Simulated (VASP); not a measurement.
# Ga7PdN8 (P3m1) in VASP: single point with PBEsol+U

Aim: the single point of Ga7PdN8 with PBEsol+U.

Everything below comes from runs of VASP 6.6.1. Logs are shortened: lines on timing, memory, paths and dates and some standing lists are left out, and cuts for length are marked.

## 1. The cell of the first run

It takes space group P3m1 (No. 156, trigonal). Conventional cell: a = 6.380 Å, b = 6.380 Å, c = 5.189 Å, α = 90.00°, β = 90.00°, γ = 120.00°. Pd (site symmetry 3m) has 4 N at 2.08 to 2.11 Å within 2.8 Å. Ga (site symmetry m) has 4 N at 1.92 to 1.94 Å within 2.5 Å. Ga (site symmetry m) has 4 N at 1.93 to 1.94 Å within 2.6 Å. Within 2.6 Å of Ga (site symmetry 3m) lie 4 N at 1.94 to 1.95 Å. N (site symmetry 3m) has 3 Ga at 1.93 Å and 1 Pd at 2.11 Å within 2.6 Å. Within 2.6 Å of N (site symmetry m) lie 4 Ga at 1.93 to 1.94 Å. Within 2.5 Å of N (site symmetry m) lie 3 Ga at 1.92 to 1.93 Å and 1 Pd at 2.08 Å. N (site symmetry 3m) has 4 Ga at 1.94 to 1.95 Å within 2.6 Å.

## 2. Single point, PBEsol+U, collinear spin

Contents of INCAR:

```
PREC = Accurate ; ENCUT = 520
EDIFF = 1E-6 ; ISMEAR = 0
SIGMA = 0.05 ; LREAL = Auto
LASPH = T ; NELM = 150
ALGO = Normal ; ISIF = 2
LWAVE = F ; LCHARG = T
ISPIN = 2 ; MAGMOM = 3 0 0 0 0 0 0 0 0 0 0 0 0 0 0 0
LORBIT = 11 ; LMAXMIX = 4
LDAU = T ; LDAUTYPE = 2
LDAUL = 2 -1 -1 ; LDAUU = 2 0 0
LDAUJ = 0 0 0 ; LDAUPRINT = 1
GGA = PS ; LELF = T
LVHAR = T ; NBANDS = 88
```

Contents of KPOINTS:

```
Automatic mesh
0
Gamma
  3 3 3
```

Contents of POSCAR:

```
Ga7PdN8
1.0
    6.3800000138      0.0000000000      0.0000000000
   -3.1900000069      5.5252420881      0.0000000000
    0.0000000000      0.0000000000      5.1890000000
Pd Ga N
1 7 8
Direct
    0.3333333333      0.1666666667     -0.0029338633
    0.3367868153      0.6683934076      0.0013916944
    0.8316065924      0.1632131847      0.0013916944
    0.8316065924      0.6683934076      0.0013916944
    0.1645381660      0.3354618340      0.4974567470
    0.1645381660      0.8290763319      0.4974567470
    0.6709236681      0.3354618340      0.4974567470
    0.6666666667      0.8333333333      0.4986304684
    0.3333333333      0.1666666667      0.4037776122
    0.3349280613      0.6674640307      0.3738691721
    0.8325359693      0.1650719387      0.3738691721
    0.8325359693      0.6674640307      0.3738691721
    0.1551430545      0.3448569455      0.8695298536
    0.1551430545      0.8102861089      0.8695298536
    0.6897138911      0.3448569455      0.8695298536
    0.6666666667      0.8333333333      0.8737833818
```

Potentials or basis: VASP PAW PBE potentials, release 64 (Pd, Ga_d, N).

Command:

```bash
$ cat potpaw_PBE.64/Pd/POTCAR potpaw_PBE.64/Ga_d/POTCAR potpaw_PBE.64/N/POTCAR > POTCAR
$ mpirun -np 1 vasp_std > vasp.out
```

OUTCAR:

```text
PREC = Accurate
   ENCUT = 520
   EDIFF = 1E-6
   ISMEAR = 0
   LREAL = Auto
   LASPH = T
   NELM = 150
   ISIF = 2
   ISPIN = 2
   LORBIT = 11
   GGA = PS

 ion  position               nearest neighbor table
   1  0.333  0.167  0.997-  13 2.08  15 2.08  14 2.08   9 2.11
   2  0.337  0.668  0.001-  14 1.92  13 1.92  10 1.93  16 1.94
   3  0.832  0.163  0.001-  15 1.92  13 1.92  11 1.93  16 1.94
   4  0.832  0.668  0.001-  14 1.92  15 1.92  12 1.93  16 1.94
   5  0.165  0.335  0.497-   9 1.93  13 1.93  11 1.94  10 1.94
   6  0.165  0.829  0.497-   9 1.93  14 1.93  10 1.94  12 1.94
[... 8 lines left out ...]
  15  0.690  0.345  0.870-   3 1.92   4 1.92   7 1.93   1 2.08
  16  0.667  0.833  0.874-   4 1.94   2 1.94   3 1.94   8 1.95

  LATTYP: Found a hexagonal cell.
 ALAT       =     6.3800000138
 C/A-ratio  =     0.8133228823

  Lattice vectors:

 A1 = (   6.3800000138,   0.0000000000,   0.0000000000)
 A2 = (  -3.1900000069,   5.5252420881,   0.0000000000)
 A3 = (   0.0000000000,   0.0000000000,   5.1890000000)

Analysis of symmetry for initial positions (statically):
=====================================================================
 Subroutine PRICEL returns:
 Original cell was already a primitive cell.

 Routine SETGRP: Setting up the symmetry group for a
 hexagonal supercell.

 Subroutine GETGRP returns: Found  6 space group operations
 (whereof  2 operations were pure point group operations)
 out of a pool of 24 trial point group operations.

The static configuration has the point symmetry C_1h.
 The point group associated with its full space group is C_3v.

Analysis of symmetry for dynamics (positions and initial velocities):
=====================================================================
 Subroutine PRICEL returns:
 Original cell was already a primitive cell.

 Routine SETGRP: Setting up the symmetry group for a
 hexagonal supercell.

 Subroutine GETGRP returns: Found  6 space group operations
 (whereof  2 operations were pure point group operations)
 out of a pool of 24 trial point group operations.

The dynamic configuration has the point symmetry C_1h.
 The point group associated with its full space group is C_3v.

Analysis of structural, dynamic, and magnetic symmetry:
=====================================================================
 Subroutine PRICEL returns:
 Original cell was already a primitive cell.

 Routine SETGRP: Setting up the symmetry group for a
 hexagonal supercell.

 Subroutine GETGRP returns: Found  6 space group operations
 (whereof  2 operations were pure point group operations)
 out of a pool of 24 trial point group operations.

The overall configuration has the point symmetry C_1h.
 The point group associated with its full space group is C_3v.

 Subroutine INISYM returns: Found  6 space group operations
 (whereof  2 operations are pure point group operations),
 and found     1 'primitive' translations

----------------------------------------------------------------------------------------

                                     Primitive cell

  volume of cell :     182.9177

  direct lattice vectors                    reciprocal lattice vectors
     6.380000014  0.000000000  0.000000000     0.156739812  0.090493772  0.000000000
    -3.190000007  5.525242088  0.000000000     0.000000000  0.180987545  0.000000000
     0.000000000  0.000000000  5.189000000     0.000000000  0.000000000  0.192715359

  length of vectors
     6.380000014  6.380000014  5.189000000     0.180987545  0.180987545  0.192715359

[... 116 lines left out ...]
   angular momentum for each species LDAUL =     2   -1   -1
   U (eV)           for each species LDAUU =   2.0  0.0  0.0
   J (eV)           for each species LDAUJ =   0.0  0.0  0.0
   GGA     = PS    functional components
   LHFCALC =     F    Hartree Fock is set to
   AEXX    =    0.0000 exact exchange contribution
   IVDW    =     0    specifies the selected vdW correction
   LEPSILON=     F    determine dielectric tensor
   LRPA    =     F    only Hartree local field effects (RPA)
 spin polarized calculation
 Gauss-broadening in eV      SIGMA  =   0.05
  energy-cutoff  :      520.00
  volume of cell :      182.92
 maximum number of plane-waves:      4969
 NGX is ok and might be reduce to    48
   NGX = 23   NGY = 23   NGZ = 19

atom =   1  type =  1  l = 2

 onsite density matrix

spin component  1

  0.8690  0.0000  0.0000  0.0634 -0.0000
  0.0000  0.9148  0.0000 -0.0000  0.0634
  0.0000  0.0000  0.9659 -0.0000  0.0000
  0.0634 -0.0000 -0.0000  0.9148 -0.0000
 -0.0000  0.0634  0.0000 -0.0000  0.8690

spin component  2

  0.8593  0.0000  0.0000  0.0681 -0.0000
  0.0000  0.9117  0.0000 -0.0000  0.0681
  0.0000  0.0000  0.5739 -0.0000  0.0000
  0.0681 -0.0000 -0.0000  0.9117 -0.0000
 -0.0000  0.0681  0.0000 -0.0000  0.8593

 occupancies and eigenvectors

  o =  0.5739  v =  0.0000  0.0000  0.0000  0.0000  0.0000  0.0000  0.0000  1.0000  0.0000 -0.0000      0.0000  0.0000  0.0000  0.0000  0.0000  0.0000  0.0000  0.0000  0.0000  0.0000
  o =  0.8126  v =  0.0000  0.0000  0.0000  0.0000  0.0000 -0.8244  0.0000  0.0000  0.5660 -0.0000      0.0000  0.0000  0.0000  0.0000  0.0000  0.0000  0.0000  0.0000  0.0000  0.0000
  o =  0.8126  v =  0.0000  0.0000  0.0000  0.0000  0.0000  0.0000  0.5660 -0.0000 -0.0000 -0.8244      0.0000  0.0000  0.0000  0.0000  0.0000  0.0000  0.0000  0.0000  0.0000  0.0000
  o =  0.8245  v = -0.8185  0.0000  0.0000  0.5745 -0.0000  0.0000  0.0000  0.0000  0.0000  0.0000      0.0000  0.0000  0.0000  0.0000  0.0000  0.0000  0.0000  0.0000  0.0000  0.0000
  o =  0.8245  v =  0.0000  0.5745  0.0000 -0.0000 -0.8185  0.0000  0.0000  0.0000  0.0000  0.0000      0.0000  0.0000  0.0000  0.0000  0.0000  0.0000  0.0000  0.0000  0.0000  0.0000
  o =  0.9584  v =  0.0000  0.0000  0.0000  0.0000  0.0000 -0.5660  0.0000 -0.0000 -0.8244  0.0000      0.0000  0.0000  0.0000  0.0000  0.0000  0.0000  0.0000  0.0000  0.0000  0.0000
  o =  0.9584  v =  0.0000  0.0000  0.0000  0.0000  0.0000  0.0000  0.8244  0.0000  0.0000  0.5660      0.0000  0.0000  0.0000  0.0000  0.0000  0.0000  0.0000  0.0000  0.0000  0.0000
  o =  0.9593  v = -0.5745  0.0000 -0.0000 -0.8185  0.0000  0.0000  0.0000  0.0000  0.0000  0.0000      0.0000  0.0000  0.0000  0.0000  0.0000  0.0000  0.0000  0.0000  0.0000  0.0000
  o =  0.9593  v =  0.0000  0.8185 -0.0000  0.0000  0.5745  0.0000  0.0000  0.0000  0.0000  0.0000      0.0000  0.0000  0.0000  0.0000  0.0000  0.0000  0.0000  0.0000  0.0000  0.0000
  o =  0.9659  v =  0.0000 -0.0000 -1.0000  0.0000 -0.0000  0.0000  0.0000  0.0000  0.0000  0.0000      0.0000  0.0000  0.0000  0.0000  0.0000  0.0000  0.0000  0.0000  0.0000  0.0000

 number of electron     140.9999992 magnetization       0.9293044

 Free energy of the ion-electron system (eV)
  ---------------------------------------------------
  ext. energy  EPLUGINS =         0.00000000
  ---------------------------------------------------
  free energy    TOTEN  =      -101.54343809 eV

  energy without entropy =     -101.53902558  energy(sigma->0) =     -101.54123184

 E-fermi :   6.2078     XC(G=0): -11.9933

 val. band max:        6.1700592014   @ k =   0.0000   0.3333   0.3333
 cond. band min:       6.3012565813   @ k =   0.3333   0.3333   0.0000
 fundamental gap:      0.1311973799
 Fermi energy:         6.2077624076

 spin component 1

 k-point     1 :       0.0000    0.0000    0.0000
  band No.  band energies     occupation
      1     -10.6020      1.00000
      2      -9.6823      1.00000
      3      -9.6752      1.00000
      4      -9.6752      1.00000
      5      -9.6059      1.00000
      6      -9.4445      1.00000
[... 584 lines left out ...]
     81      12.5816      0.00000
     82      12.7498      0.00000
 Fermi energy:         6.2077624076

 spin component 2

 k-point     1 :       0.0000    0.0000    0.0000
  band No.  band energies     occupation
      1     -10.5610      1.00000
      2      -9.6584      1.00000
      3      -9.6584      1.00000
      4      -9.6530      1.00000
      5      -9.5637      1.00000
      6      -9.4048      1.00000
[... 584 lines left out ...]
     81      12.6342      0.00000
     82      12.7717      0.00000
 [bands above 82 left out]

------------------------ aborting loop because EDIFF is reached ----------------------------------------

  FORCE on cell =-STRESS in cart. coord.  units (eV):
  Direction    XX          YY          ZZ          XY          YZ          ZX
  --------------------------------------------------------------------------------------
  -------------------------------------------------------------------------------------
  Total        2.7889536      2.7889536      4.3926299      0.0000000     -0.0000000      0.0000000
  in kB       24.4284666     24.4284666     38.4750799      0.0000000     -0.0000000      0.0000000
  external PRESSURE =      29.1106711 kB  Pullay stress =       0.0000000 kB

 VOLUME and BASIS-vectors are now :
 -----------------------------------------------------------------------------
  energy-cutoff  :      520.00
  volume of cell :      182.92
      direct lattice vectors                 reciprocal lattice vectors
     6.380000014  0.000000000  0.000000000     0.156739812  0.090493772  0.000000000
    -3.190000007  5.525242088  0.000000000     0.000000000  0.180987545  0.000000000
     0.000000000  0.000000000  5.189000000     0.000000000  0.000000000  0.192715359

 POSITION                                       TOTAL-FORCE (eV/Angst)
 -----------------------------------------------------------------------------------
      1.59500      0.92087      5.17378         0.000000     -0.000000     -0.049393
      0.01652      3.69304      0.00722        -0.014316     -0.008265      0.009079
      4.78500      0.90179      0.00722         0.000000      0.016530      0.009079
      3.17348      3.69304      0.00722         0.014316     -0.008265      0.009079
     -0.02037      1.85351      2.58130         0.004169     -0.002407     -0.016134
     -1.59500      4.58085      2.58130         0.000000      0.004814     -0.016134
[... 8 lines left out ...]
      3.30028      1.90542      4.51199        -0.197167     -0.113834      0.076379
      1.59500      4.60437      4.53406         0.000000     -0.000000      0.004363
 -----------------------------------------------------------------------------------
    total drift:                               -0.000009      0.000003     -0.004728

  FREE ENERGIE OF THE ION-ELECTRON SYSTEM (eV)
  ---------------------------------------------------
  free  energy   TOTEN  =      -101.5434380942 eV

  energy  without entropy=     -101.5390255775  energy(sigma->0) =     -101.54123184

 total charge

# of ion       s       p       d       tot
------------------------------------------
    1        0.484   0.582   8.599   9.664
    2        0.795   0.938  10.199  11.932
    3        0.795   0.938  10.199  11.932
    4        0.795   0.938  10.199  11.932
    5        0.793   0.920  10.190  11.903
    6        0.793   0.920  10.190  11.903
[... 8 lines left out ...]
   15        1.241   2.448   0.000   3.688
   16        1.217   2.514   0.000   3.731
--------------------------------------------------
tot         15.855  26.926  79.950 122.731

 magnetization (x)

# of ion       s       p       d       tot
------------------------------------------
    1       -0.001   0.046   0.417   0.462
    2       -0.000   0.000   0.001   0.001
    3       -0.000   0.000   0.001   0.001
    4       -0.000   0.000   0.001   0.001
    5       -0.000   0.001   0.006   0.006
    6       -0.000   0.001   0.006   0.006
[... 8 lines left out ...]
   15        0.003   0.037   0.000   0.040
   16       -0.000   0.003   0.000   0.003
--------------------------------------------------
tot          0.017   0.345   0.439   0.801
```

Wall time 12 min (1 thread of Intel Xeon 8259CL, shared host); peak memory 0.45 GiB.

Results:

| Item | Value |
| --- | --- |
| Free energy | -101.5434 eV |
| Pressure | 2.9 GPa |
| Largest force | 0.240 eV/Å |
| Net moment | 0.93 μB per cell |
| Site moments | Pd +0.46; Ga +0.00, +0.01 (each value once); N +0.17, +0.01, +0.04, +0.00 (each value once) μB |
| Valence electrons inside the program's atomic spheres | Pd 9.66; Ga 11.93, 11.90, 11.88 (each value once); N 3.69, 3.73 (each value once) |

Forces in eV/Å, atoms in the order of the input:
```
Pd   0.000  0.000 -0.049
Ga  -0.014 -0.008  0.009
Ga   0.000  0.017  0.009
Ga   0.014 -0.008  0.009
Ga   0.004 -0.002 -0.016
Ga   0.000  0.005 -0.016
Ga  -0.004 -0.002 -0.016
Ga   0.000  0.000 -0.016
N    0.000  0.000 -0.176
N    0.011  0.006  0.010
N    0.000 -0.012  0.010
N   -0.011  0.006  0.010
N    0.197 -0.114  0.076
N    0.000  0.228  0.076
N   -0.197 -0.114  0.076
N    0.000  0.000  0.004
```

Eigenvalues of the final occupation matrices:
| site | spin | trace | eigenvalues |
| --- | --- | --- | --- |
| site 1 d | 1 | 4.53 | 0.82 0.82 0.96 0.96 0.97 |
| site 1 d | 2 | 4.12 | 0.57 0.81 0.81 0.96 0.96 |

Caveat: the k points lie up to 0.40 Å⁻¹ apart; the PAW data sets were made with another functional, which shifts forces and pressure a little.
